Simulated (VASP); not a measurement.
# InP (Fm-3m) in VASP: further runs

The runs below take InP through relaxation of cell and atoms, with RPBE+D4, revPBE+D3(BJ), revPBE+D4.

All numbers are computed with VASP 6.6.1; they aren't measurements. Logs are shortened: lines on timing, memory, paths and dates and some standing lists are left out, and cuts for length are marked.

## Step 1: The cell of the first run

Symmetry: Fm-3m, No. 225, cubic system. The conventional cell has a = 5.538 Å, b = 5.538 Å, c = 5.538 Å, α = 90.00°, β = 90.00°, γ = 90.00°. Within 3.6 Å of In (site symmetry m-3m) lie 6 P at 2.77 Å. Within 3.6 Å of P (site symmetry m-3m) lie 6 In at 2.77 Å.

## Step 2: Relaxation of cell and atoms, RPBE+D4

The input, INCAR:

```
PREC = Accurate
ENCUT = 600
EDIFF = 1E-6
ISMEAR = -1
SIGMA = 0.05
LREAL = F
LASPH = T
NELM = 60
ALGO = Normal
ISIF = 3
LWAVE = F
LCHARG = F
GGA = RP
IVDW = 13
IBRION = 2
NSW = 60
EDIFFG = -0.01
```

The input, KPOINTS:

```
regular mesh
0
Gamma
  8 8 8
```

The input, POSCAR:

```
InP
1.0
    0.0000000000      2.7688340000      2.7688340000
    2.7688340000      0.0000000000      2.7688340000
    2.7688340000      2.7688340000      0.0000000000
In P
1 1
Direct
    0.0000000000      0.0000000000      0.0000000000
    0.5000000000      0.5000000000      0.5000000000
```

Potentials or basis: VASP PAW PBE potentials, release 64 (In_d, P).

On the command line:

```console
$ cat potpaw_PBE.64/In_d/POTCAR potpaw_PBE.64/P/POTCAR > POTCAR
$ mpirun -np 1 vasp_std > vasp.out
```

OUTCAR:

```text
PREC = Accurate
   ENCUT = 600
   EDIFF = 1E-6
   ISMEAR = -1
   LREAL = F
   LASPH = T
   NELM = 60
   ISIF = 3
   GGA = RP
   IVDW = 13
   IBRION = 2
   NSW = 60
   EDIFFG = -0.01

 ion  position               nearest neighbor table
   1  0.000  0.000  0.000-   2 2.77   2 2.77   2 2.77   2 2.77   2 2.77   2 2.77
   2  0.500  0.500  0.500-   1 2.77   1 2.77   1 2.77   1 2.77   1 2.77   1 2.77

  LATTYP: Found a face centered cubic cell.
 ALAT       =     5.5376680000

  Lattice vectors:

 A1 = (   0.0000000000,   2.7688340000,   2.7688340000)
 A2 = (   2.7688340000,   0.0000000000,   2.7688340000)
 A3 = (   2.7688340000,   2.7688340000,   0.0000000000)

Analysis of symmetry for initial positions (statically):
=====================================================================
 Subroutine PRICEL returns:
 Original cell was already a primitive cell.

 Routine SETGRP: Setting up the symmetry group for a
 face centered cubic supercell.

 Subroutine GETGRP returns: Found 48 space group operations
 (whereof 48 operations were pure point group operations)
 out of a pool of 48 trial point group operations.

The static configuration has the point symmetry O_h .

Analysis of symmetry for dynamics (positions and initial velocities):
=====================================================================
 Subroutine PRICEL returns:
 Original cell was already a primitive cell.

 Routine SETGRP: Setting up the symmetry group for a
 face centered cubic supercell.

 Subroutine GETGRP returns: Found 48 space group operations
 (whereof 48 operations were pure point group operations)
 out of a pool of 48 trial point group operations.

The dynamic configuration has the point symmetry O_h .

 Subroutine INISYM returns: Found 48 space group operations
 (whereof 48 operations are pure point group operations),
 and found     1 'primitive' translations

----------------------------------------------------------------------------------------

                                     Primitive cell

  volume of cell :      42.4542

  direct lattice vectors                    reciprocal lattice vectors
     0.000000000  2.768834000  2.768834000    -0.180581429  0.180581429  0.180581429
     2.768834000  0.000000000  2.768834000     0.180581429 -0.180581429  0.180581429
     2.768834000  2.768834000  0.000000000     0.180581429  0.180581429 -0.180581429

  length of vectors
     3.915722595  3.915722595  3.915722595     0.312776210  0.312776210  0.312776210

  position of ions in fractional coordinates (direct lattice)
     0.000000000  0.000000000  0.000000000
     0.500000000  0.500000000  0.500000000

  ion indices of the primitive-cell ions
   primitive index   ion index
                 1           1
                 2           2

[... 69 lines left out ...]
   ENCUT  =  600.0 eV  44.10 Ry    6.64 a.u.   7.82  7.82  7.82*2*pi/ulx,y,z
   NELM   =     60;   NELMIN=  2; NELMDL= -5     # of ELM steps
   EDIFF  = 0.1E-05   stopping-criterion for ELM
   LREAL  =      F    real-space projection
   EDIFFG = -.1E-01   stopping-criterion for IOM
   NSW    =     60    number of steps for IOM
   IBRION =      2    ionic relax: 0-MD 1-quasi-New 2-CG
   NFREE  =      1    steps in history (QN), initial steepest desc. (CG)
   ISIF   =      3    stress and relaxation
   ISYM   =      2    0-nonsym 1-usesym 2-fastsym
   POTIM  = 0.5000    time-step for ionic-motion
   TEBEG  =    0.0;   TEEND  =   0.0 temperature during run
   PSTRESS=    0.0 pullay stress
   NELECT =      18.0000    total number of electrons
   NUPDOWN=      -1.0000    fix difference up-down
   EMIN   =  10.00;   EMAX   =-10.00  energy-range for DOS
   EFERMI =   0.00;   METHOD = LEGACY
   ISMEAR =    -1;   SIGMA  =   0.05  broadening in eV -4-tet -1-fermi 0-gaus
   EFERMI_NEDOS =   21; number of points for ismear=-14 and -15
   IALGO  =     38    algorithm
   IMIX   =      4    mixing-type and parameters
     AMIX     =   0.40;   BMIX     =  1.00
     AMIX_MAG =   1.60;   BMIX_MAG =  1.00
  volume/ion in A,a.u.               =      21.23       143.25
  Fermi-wavevector in a.u.,A,eV,Ry     =   1.229869  2.324115 20.579860  1.512577
  Thomas-Fermi vector in A             =   2.364739
   LORBIT       =      0    0 simple, 1 ext, 2 COOP (PROOUT), +10 PAW based schemes
   GGA     = RP    functional components
   LHFCALC =     F    Hartree Fock is set to
   AEXX    =    0.0000 exact exchange contribution
   IVDW    =    13    specifies the selected vdW correction
   LEPSILON=     F    determine dielectric tensor
   LRPA    =     F    only Hartree local field effects (RPA)
 conjugate gradient relaxation of ions
 non-spin polarized calculation
  energy-cutoff  :      600.00
  volume of cell :       42.45
 maximum number of plane-waves:      1428
   NGX = 15   NGY = 15   NGZ = 15

--------------------------------------- Ionic step        1  -------------------------------------------

 number of electron      17.9999998 magnetization

 Free energy of the ion-electron system (eV)
  ---------------------------------------------------
  ext. energy  EPLUGINS =         0.00000000
  ---------------------------------------------------
  free energy    TOTEN  =        -7.17823521 eV

  energy without entropy =       -7.16783223  energy(sigma->0) =       -7.17303372

------------------------ aborting loop because EDIFF is reached ----------------------------------------

  DFT-D4 for vdW energy calculation

  Edisp (eV):   -1.49624
[... 71 lines left out ...]
--------------------------------------- Ionic step        3  -------------------------------------------

 number of electron      17.9999999 magnetization

 Free energy of the ion-electron system (eV)
  ---------------------------------------------------
  ext. energy  EPLUGINS =         0.00000000
  ---------------------------------------------------
  free energy    TOTEN  =        -7.12807993 eV

  energy without entropy =       -7.11894116  energy(sigma->0) =       -7.12351055

 E-fermi :   7.9055     XC(G=0): -10.5410

 val. band max:        7.8167617332   @ k =   0.3750   0.0000   0.0000
 cond. band min:       7.9244701594   @ k =  -0.1250   0.1250   0.0000
 fundamental gap:      0.1077084262
 Fermi energy:         7.9055323693

 k-point     1 :       0.0000    0.0000    0.0000
  band No.  band energies     occupation
      1      -6.5822      2.00000
      2      -6.5822      2.00000
      3      -6.5622      2.00000
      4      -6.5622      2.00000
      5      -6.5622      2.00000
      6      -4.6013      2.00000
      7       7.4640      1.99971
      8       7.4640      1.99971
      9       7.4640      1.99971
     10       8.8198      0.00000
     11      14.8524      0.00000
     12      14.8524      0.00000
     13      14.8524      0.00000
[... 354 lines left out ...]
  band No.  band energies     occupation
      1      -6.7527      2.00000
      2      -6.6204      2.00000
      3      -6.5480      2.00000
      4      -6.5070      2.00000
      5      -6.4579      2.00000
      6      -1.7912      2.00000
      7       1.4701      2.00000
      8       5.3282      2.00000
      9       6.1487      2.00000
     10      10.2673      0.00000
     11      11.4474      0.00000
     12      13.9432      0.00000
     13      15.4375      0.00000

 [... further k-points ...]

------------------------ aborting loop because EDIFF is reached ----------------------------------------

  DFT-D4 for vdW energy calculation

  Edisp (eV):   -1.57183
[... 25 lines left out ...]
  FREE ENERGIE OF THE ION-ELECTRON SYSTEM (eV)
  ---------------------------------------------------
  free  energy   TOTEN  =        -8.6999128961 eV

  energy  without entropy=       -8.6907741320  energy(sigma->0) =       -8.69534351

 reached required accuracy - stopping structural energy minimisation
```

Run time: 19 s. Hardware: 1 thread of Intel Xeon 6975P-C (Granite Rapids), shared host; peak memory 0.19 GiB.

Results:

```
Free energy                            : -8.6999 eV
Relaxed volume                         : 20.19 Å³/atom
Relaxed cell                           : a = 3.851 Å, b = 3.851 Å, c = 3.851 Å, α = 60.00°, β = 60.00°, γ = 60.00°
Space group after relaxing (to 0.05 Å) : Fm-3m (No. 225)
Energy gained by relaxing              : 12.7 meV/atom
Ionic steps                            : 3
Pressure after relaxing                : 0.0 GPa
Band gap on the k mesh                 : zero (band 9 reaches 8.08 eV, above the bottom of band 10 at 5.39 eV)
Dispersion energy per atom             : -0.786 eV
```

The path:
| step | energy change (eV) | largest force (eV/Å) | pressure (GPa) | volume (Å³) |
| --- | --- | --- | --- | --- |
| 1 | 0.0000 | 0.0000 | -3.74 | 42.45 |
| 2 | -0.0201 | 0.0000 | 1.98 | 39.49 |
| 3 | -0.0254 | 0.0000 | 0.01 | 40.38 |

Final structure:
```
In P
1.0
     0.00000    2.72288    2.72288
     2.72288    0.00000    2.72288
     2.72288    2.72288    0.00000
In P
1 1
Direct
  0.00000 0.00000 0.00000
  0.50000 0.50000 0.50000
```

Caveat: the PAW data sets were made with another functional, which shifts forces and pressure a little; spin-orbit coupling is left out, which moves the levels of the heavy elements; pairwise dispersion overbinds metals, which lowers pressure and volume.

## Step 3: Relaxation of cell and atoms, revPBE+D3(BJ)

The input, INCAR:

```
SYSTEM = InP
ALGO     = Normal         ! electronic algorithm
EDIFF    = 1E-7           ! SCF threshold, eV
EDIFFG   = -0.01          ! ionic threshold
ENCUT    = 600            ! plane-wave cutoff, eV
GGA      = RE             ! functional
IBRION   = 2              ! ionic algorithm
ISIF     = 3              ! what is computed and relaxed
ISMEAR   = -1             ! smearing method
IVDW     = 12             ! dispersion correction
LASPH    = .TRUE.         ! aspherical terms in the spheres
LCHARG   = .FALSE.        ! write CHGCAR
LREAL    = .FALSE.        ! projectors in reciprocal space
LWAVE    = .FALSE.        ! write WAVECAR
NELM     = 100            ! most SCF steps
NSW      = 60             ! ionic steps
PREC     = Accurate       ! precision mode
SIGMA    = 0.05           ! smearing width, eV
```

The input, KPOINTS:

```
k-points
0
G
  8 8 8
  0 0 0
```

POSCAR is that of step 2.

Potentials or basis: VASP PAW PBE potentials, release 64 (In_d, P).

On the command line:

```console
$ cat potpaw_PBE.64/In_d/POTCAR potpaw_PBE.64/P/POTCAR > POTCAR
$ mpirun -np 1 vasp_std > vasp.out
```

Run time: 21 s. Hardware: 1 thread of Intel Xeon 6975P-C (Granite Rapids), shared host; peak memory 0.2 GiB.

The run converged. Its results:

```yaml
Free_energy: -8.7423 eV
Relaxed_volume: 20.02 Å³/atom
Relaxed_cell: a = 3.840 Å, b = 3.840 Å, c = 3.840 Å, α = 60.00°, β = 60.00°, γ = 60.00°
Space_group_after_relaxing_to_0.05_Å: Fm-3m (No. 225)
Energy_gained_by_relaxing: 17.4 meV/atom
Ionic_steps: 3
Pressure_after_relaxing: 0.0 GPa
Band_gap_on_the_k_mesh: zero (band 9 reaches 8.17 eV, above the bottom of band 10 at 5.46 eV)
Dispersion_energy_per_atom: -0.754 eV
```

Step by step:
| step | energy change (eV) | largest force (eV/Å) | pressure (GPa) | volume (Å³) |
| --- | --- | --- | --- | --- |
| 1 | 0.0000 | 0.0000 | -4.38 | 42.45 |
| 2 | -0.0269 | 0.0000 | 2.47 | 38.99 |
| 3 | -0.0348 | 0.0000 | 0.01 | 40.05 |

Final structure:
```
CELL_PARAMETERS angstrom
0.00000 2.71548 2.71548
2.71548 0.00000 2.71548
2.71548 2.71548 0.00000
ATOMIC_POSITIONS crystal
In 0.00000 0.00000 0.00000
P 0.50000 0.50000 0.50000
```

Levels at points of the mesh, in eV from the Fermi level:
```csv
k point,band 5,band 6,band 7,band 8,band 9,band 10,band 11,band 12,band 13
"(0.00, 0.00, 0.00)",-14.47,-12.58,-0.45,-0.45,-0.45,0.96,6.95,6.95,6.95
"(0.50, 0.00, 0.00)",-14.37,-10.30,-7.07,0.03,0.03,2.43,3.27,3.27,5.57
"(0.50, 0.50, 0.00)",-14.33,-9.02,-5.44,-2.65,-2.65,-2.53,3.58,10.30,10.30
```

Caveat: the PAW data sets were made with another functional, which shifts forces and pressure a little; spin-orbit coupling is left out, which moves the levels of the heavy elements; pairwise dispersion overbinds metals, which lowers pressure and volume.

## Step 4: Relaxation of cell and atoms, revPBE+D4

The input, INCAR:

```
SYSTEM = InP
  ALGO = Normal
  EDIFF = 1E-6
  EDIFFG = -0.01
  ENCUT = 600
  GGA = RE
  IBRION = 2
  ISIF = 3
  ISMEAR = -1
  IVDW = 13
  LASPH = .TRUE.
  LCHARG = .FALSE.
  LREAL = .FALSE.
  LWAVE = .FALSE.
  NELM = 100
  NSW = 60
  PREC = Accurate
  SIGMA = 0.05
```

KPOINTS is that of step 3.

POSCAR is that of step 3.

On the command line:

```console
$ cat potpaw_PBE.64/In_d/POTCAR potpaw_PBE.64/P/POTCAR > POTCAR
$ mpirun -np 1 vasp_std > vasp.out
```

It took 20 s on 1 thread of Intel Xeon 6975P-C (Granite Rapids), shared host; peak memory 0.2 GiB.

The run converged. Its results:

```
Free energy                            : -8.6112 eV
Relaxed volume                         : 20.19 Å³/atom
Relaxed cell                           : a = 3.851 Å, b = 3.851 Å, c = 3.851 Å, α = 60.00°, β = 60.00°, γ = 60.00°
Space group after relaxing (to 0.05 Å) : Fm-3m (No. 225)
Energy gained by relaxing              : 12.7 meV/atom
Ionic steps                            : 3
Pressure after relaxing                : 0.0 GPa
Band gap on the k mesh                 : zero (band 9 reaches 8.06 eV, above the bottom of band 10 at 5.34 eV)
Dispersion energy per atom             : -0.682 eV
```

The path:
| step | energy change (eV) | largest force (eV/Å) | pressure (GPa) | volume (Å³) |
| --- | --- | --- | --- | --- |
| 1 | 0.0000 | 0.0000 | -3.74 | 42.45 |
| 2 | -0.0199 | 0.0000 | 2.00 | 39.49 |
| 3 | -0.0254 | 0.0000 | 0.01 | 40.38 |

Final structure:
```
In P
1.0
     0.00000    2.72302    2.72302
     2.72302    0.00000    2.72302
     2.72302    2.72302    0.00000
In P
1 1
Direct
  0.00000 0.00000 0.00000
  0.50000 0.50000 0.50000
```

Levels at points of the mesh, in eV from the Fermi level:
| k point | band 6 | band 7 | band 8 | band 9 | band 10 | band 11 | band 12 | band 13 |
| --- | --- | --- | --- | --- | --- | --- | --- | --- |
| (0.00, 0.00, 0.00) | -12.51 | -0.44 | -0.44 | -0.44 | 0.89 | 6.96 | 6.96 | 6.96 |
| (0.50, 0.00, 0.00) | -10.26 | -7.02 | 0.03 | 0.03 | 2.43 | 3.28 | 3.28 | 5.51 |
| (0.50, 0.50, 0.00) | -9.00 | -5.38 | -2.62 | -2.62 | -2.53 | 3.61 | 10.23 | 10.23 |

Caveat: the PAW data sets were made with another functional, which shifts forces and pressure a little; spin-orbit coupling is left out, which moves the levels of the heavy elements; pairwise dispersion overbinds metals, which lowers pressure and volume.

## Step 5: Summary

| level | gap on the mesh (eV) | pressure (GPa) | relaxed volume (Å³/atom) |
| --- | --- | --- | --- |
| RPBE+D4 | none | 0.0 | 20.19 |
| revPBE+D3(BJ) | none | 0.0 | 20.02 |
| revPBE+D4 | none | 0.0 | 20.19 |

Alike in all rows: task relaxation of cell and atoms; potentials or basis VASP PAW PBE potentials, release 64 (In_d, P); no spin polarisation; cell relaxed; k mesh 8 × 8 × 8; cutoff (eV) 600; smearing fermi-dirac 0.05 eV.

Caveats: the PAW data sets were made with another functional, which shifts forces and pressure a little; spin-orbit coupling is left out, which moves the levels of the heavy elements; pairwise dispersion overbinds metals, which lowers pressure and volume.

Total energies depend on the potentials used, so only differences within one code and one set of settings carry meaning.
